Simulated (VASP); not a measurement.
# W in VASP: further runs

Runs on W. Level: PBE. Tasks: single point.

Program: VASP 6.6.1. These are calculated values, not measurements. Logs are shortened: lines on timing, memory, paths and dates and some standing lists are left out, and cuts for length are marked.

### 1 The cell of the first run

The cell holds a slab with vacuum, 4 atoms: a = 3.184 Å, b = 3.184 Å, c = 19.775 Å, α = 90.00°, β = 90.00°, γ = 90.00°.

### 2 Single point, PBE

The input, INCAR:

```
PREC = Accurate
ENCUT = 520
EDIFF = 1E-7
ISMEAR = 0
SIGMA = 0.1
LREAL = False
LASPH = True
NELM = 80
ALGO = Fast
ISIF = 2
LWAVE = False
LCHARG = False
LDIPOL = True
IDIPOL = 3
DIPOL = 0.5 0.5 0.500
GGA = PE
NBANDS = 36
```

The input, KPOINTS:

```
Automatic mesh
0
Gamma
  11 11 1
```

The input, POSCAR:

```
W
1.0
    3.1835553858      0.0000000000      0.0000000000
    0.0000000000      3.1835553858      0.0000000000
    0.0000000000      0.0000000000     19.7753330787
W
4
Direct
    0.5000000000      0.5000000000      0.3792603629
    0.0000000000      0.0000000000      0.4597534543
    0.5000000000      0.5000000000      0.5402465457
    0.0000000000      0.0000000000      0.6207396371
```

Potentials or basis: VASP PAW PBE potentials, release 64 (W_sv).

On the command line:

```
> cat potpaw_PBE.64/W_sv/POTCAR > POTCAR
> mpirun -np 1 vasp_std > vasp.out
```

OUTCAR:

```text
PREC = Accurate
   ENCUT = 520
   EDIFF = 1E-7
   ISMEAR = 0
   LREAL = False
   LASPH = True
   NELM = 80
   ISIF = 2
   GGA = PE

 ion  position               nearest neighbor table
   1  0.500  0.500  0.379-   2 2.76   2 2.76   2 2.76   2 2.76   3 3.18
   2  0.000  0.000  0.460-   1 2.76   3 2.76   1 2.76   3 2.76   1 2.76   3 2.76   1 2.76   3 2.76
                             4 3.18
   3  0.500  0.500  0.540-   2 2.76   4 2.76   2 2.76   4 2.76   2 2.76   4 2.76   2 2.76   4 2.76
                             1 3.18
   4  0.000  0.000  0.621-   3 2.76   3 2.76   3 2.76   3 2.76   2 3.18

  LATTYP: Found a simple tetragonal cell.
 ALAT       =     3.1835553858
 C/A-ratio  =     6.2117132207

  Lattice vectors:

 A1 = (   3.1835553858,   0.0000000000,   0.0000000000)
 A2 = (   0.0000000000,   3.1835553858,   0.0000000000)
 A3 = (   0.0000000000,   0.0000000000,  19.7753330787)

Analysis of symmetry for initial positions (statically):
=====================================================================
 Subroutine PRICEL returns:
 Original cell was already a primitive cell.

 Routine SETGRP: Setting up the symmetry group for a
 simple tetragonal supercell.

 Subroutine GETGRP returns: Found 16 space group operations
 (whereof  8 operations were pure point group operations)
 out of a pool of 16 trial point group operations.

The static configuration has the point symmetry C_4v.
 The point group associated with its full space group is D_4h.

Analysis of symmetry for dynamics (positions and initial velocities):
=====================================================================
 Subroutine PRICEL returns:
 Original cell was already a primitive cell.

 Routine SETGRP: Setting up the symmetry group for a
 simple tetragonal supercell.

 Subroutine GETGRP returns: Found 16 space group operations
 (whereof  8 operations were pure point group operations)
 out of a pool of 16 trial point group operations.

The dynamic configuration has the point symmetry C_4v.
 The point group associated with its full space group is D_4h.

 Subroutine INISYM returns: Found 16 space group operations
 (whereof  8 operations are pure point group operations),
 and found     1 'primitive' translations

----------------------------------------------------------------------------------------

                                     Primitive cell

  volume of cell :     200.4235

  direct lattice vectors                    reciprocal lattice vectors
     3.183555386  0.000000000  0.000000000     0.314114215  0.000000000  0.000000000
[... 97 lines left out ...]
   NELECT =      56.0000    total number of electrons
   NUPDOWN=      -1.0000    fix difference up-down
   EMIN   =  10.00;   EMAX   =-10.00  energy-range for DOS
   EFERMI =   0.00;   METHOD = LEGACY
   ISMEAR =     0;   SIGMA  =   0.10  broadening in eV -4-tet -1-fermi 0-gaus
   EFERMI_NEDOS =   21; number of points for ismear=-14 and -15
   IALGO  =     68    algorithm
   IMIX   =      4    mixing-type and parameters
     AMIX     =   0.40;   BMIX     =  1.00
     AMIX_MAG =   1.60;   BMIX_MAG =  1.00
  volume/ion in A,a.u.               =      50.11       338.13
  Fermi-wavevector in a.u.,A,eV,Ry     =   1.070257  2.022492 15.584786  1.145449
  Thomas-Fermi vector in A             =   2.205961
   LORBIT       =      0    0 simple, 1 ext, 2 COOP (PROOUT), +10 PAW based schemes
   GGA     = PE    functional components
   LHFCALC =     F    Hartree Fock is set to
   AEXX    =    0.0000 exact exchange contribution
   IVDW    =     0    specifies the selected vdW correction
   LEPSILON=     F    determine dielectric tensor
   LRPA    =     F    only Hartree local field effects (RPA)
 non-spin polarized calculation
 RMM-DIIS sequential band-by-band and
 Gauss-broadening in eV      SIGMA  =   0.10
  energy-cutoff  :      520.00
  volume of cell :      200.42
 maximum number of plane-waves:      5458
 NGX is ok and might be reduce to    24
   NGX = 11   NGY = 11   NGZ = 73

 dipolmoment           0.000000      0.000000      0.000000 electrons x Angstroem

 number of electron      55.9999992 magnetization

 dipolmoment           0.000000      0.000000     -0.000000 electrons x Angstroem

 Free energy of the ion-electron system (eV)
  ---------------------------------------------------
  ext. energy  EPLUGINS =         0.00000000
  ---------------------------------------------------
  free energy    TOTEN  =       -46.33067451 eV

  energy without entropy =      -46.30358091  energy(sigma->0) =      -46.31712771

 E-fermi :   0.8315     XC(G=0):  -5.6148

 val. band max:        0.8234437273   @ k =   0.2727   0.2727   0.0000
 cond. band min:       0.8409508863   @ k =   0.2727   0.0000   0.0000
 fundamental gap:      0.0175071590
 Fermi energy:         0.8315488589

 k-point     1 :       0.0000    0.0000    0.0000
  band No.  band energies     occupation
      1     -73.1287      2.00000
      2     -73.0700      2.00000
      3     -73.0054      2.00000
      4     -72.9548      2.00000
      5     -37.5677      2.00000
      6     -37.5062      2.00000
[... 808 lines left out ...]
     35       4.1663      0.00000
     36       4.3080      0.00000

------------------------ aborting loop because EDIFF is reached ----------------------------------------

 vacuum level on the upper side and lower side of the slab       (xc-potential included)        -0.129        -0.129

  FORCE on cell =-STRESS in cart. coord.  units (eV):
  Direction    XX          YY          ZZ          XY          YZ          ZX
  --------------------------------------------------------------------------------------
  -------------------------------------------------------------------------------------
  Total       -8.8541238     -8.8541238     -5.3307827      0.0000000     -0.0000000      0.0000000
  in kB      -70.7795089    -70.7795089    -42.6140624      0.0000000     -0.0000000      0.0000000
  external PRESSURE =     -61.3910267 kB  Pullay stress =       0.0000000 kB

 VOLUME and BASIS-vectors are now :
 -----------------------------------------------------------------------------
  energy-cutoff  :      520.00
  volume of cell :      200.42
      direct lattice vectors                 reciprocal lattice vectors
     3.183555386  0.000000000  0.000000000     0.314114215  0.000000000  0.000000000
     0.000000000  3.183555386  0.000000000     0.000000000  0.314114215  0.000000000
     0.000000000  0.000000000 19.775333079     0.000000000  0.000000000  0.050568048

 POSITION                                       TOTAL-FORCE (eV/Angst)
 -----------------------------------------------------------------------------------
      1.59178      1.59178      7.50000         0.000000     -0.000000      1.787709
      0.00000      0.00000      9.09178        -0.000000     -0.000000     -2.043144
      1.59178      1.59178     10.68356        -0.000000      0.000000      2.043144
      0.00000      0.00000     12.27533        -0.000000     -0.000000     -1.787709
 -----------------------------------------------------------------------------------
    total drift:                                0.000000     -0.000000     -0.000000

  FREE ENERGIE OF THE ION-ELECTRON SYSTEM (eV)
  ---------------------------------------------------
  free  energy   TOTEN  =       -46.3306745094 eV

  energy  without entropy=      -46.3035809096  energy(sigma->0) =      -46.31712771

 vacuum level on the upper side and lower side of the slab         4.868         4.868
```

It took 95 s on 1 thread of Intel Xeon 6975P-C (Granite Rapids), shared host; peak memory 0.33 GiB.

Results:

```yaml
Free_energy: -46.3307 eV
Largest_force: 2.043 eV/Å
Band_gap_on_the_k_mesh: zero (band 28 reaches 2.32 eV, above the bottom of band 29 at 0.56 eV)
```

Forces in eV/Å, atoms in the order of the input:
```
W    0.000  0.000  1.788
W    0.000  0.000 -2.043
W    0.000  0.000  2.043
W    0.000  0.000 -1.788
```

Levels at points of the mesh, in eV from the Fermi level:
| k point | band 25 | band 26 | band 27 | band 28 | band 29 | band 30 | band 31 | band 32 |
| --- | --- | --- | --- | --- | --- | --- | --- | --- |
| (0.00, 0.00, 0.00) | -0.83 | -0.40 | -0.39 | -0.22 | -0.22 | -0.10 | 1.12 | 1.24 |

Caveat: spin-orbit coupling is left out, which moves the levels of the heavy elements.

### 3 Single point, PBE

The input, INCAR:

```
PREC     = Accurate       # precision mode
ENCUT    = 520            # plane-wave cutoff, eV
EDIFF    = 1E-6           # SCF threshold, eV
ISMEAR   = 0              # smearing method
SIGMA    = 0.1            # smearing width, eV
LREAL    = False          # projectors in reciprocal space
LASPH    = True           # aspherical terms in the spheres
NELM     = 100            # most SCF steps
ALGO     = Fast           # electronic algorithm
ISIF     = 2              # what is computed and relaxed
LWAVE    = False          # write WAVECAR
LCHARG   = False          # write CHGCAR
LDIPOL   = True         
IDIPOL   = 3            
DIPOL    = 0.5 0.5 0.500
GGA      = PE             # functional
NBANDS   = 36             # bands
```

KPOINTS is that of step 2.

The input, POSCAR:

```
W
1.0
    3.1835553858      0.0000000000      0.0000000000
    0.0000000000      3.1835553858      0.0000000000
    0.0000000000      0.0000000000     19.7753330787
W
4
Direct
    0.5000000000      0.5000000000      0.3875507880
    0.0000000000      0.0000000000      0.4559960099
    0.5000000000      0.5000000000      0.5440039879
    0.0000000000      0.0000000000      0.6124492142
```

Potentials or basis: VASP PAW PBE potentials, release 64 (W_sv).

On the command line:

```
> cat potpaw_PBE.64/W_sv/POTCAR > POTCAR
> mpirun -np 1 vasp_std > vasp.out
```

Run time: 87 s. Hardware: 1 thread of Intel Xeon 6975P-C (Granite Rapids), shared host; peak memory 0.33 GiB.

It converged, with:

```yaml
Free_energy: -46.8193 eV
Largest_force: 0.059 eV/Å
Band_gap_on_the_k_mesh: zero (band 28 reaches 2.09 eV, above the bottom of band 29 at 0.58 eV)
```

Forces in eV/Å, atoms in the order of the input:
```
W    0.000  0.000 -0.059
W    0.000  0.000  0.026
W    0.000  0.000 -0.026
W    0.000  0.000  0.059
```

Levels at points of the mesh, in eV from the Fermi level:
| k point | band 26 | band 27 | band 28 | band 29 | band 30 | band 31 |
| --- | --- | --- | --- | --- | --- | --- |
| (0.00, 0.00, 0.00) | -0.30 | -0.13 | -0.13 | -0.13 | -0.08 | 0.13 |

Caveat: spin-orbit coupling is left out, which moves the levels of the heavy elements.
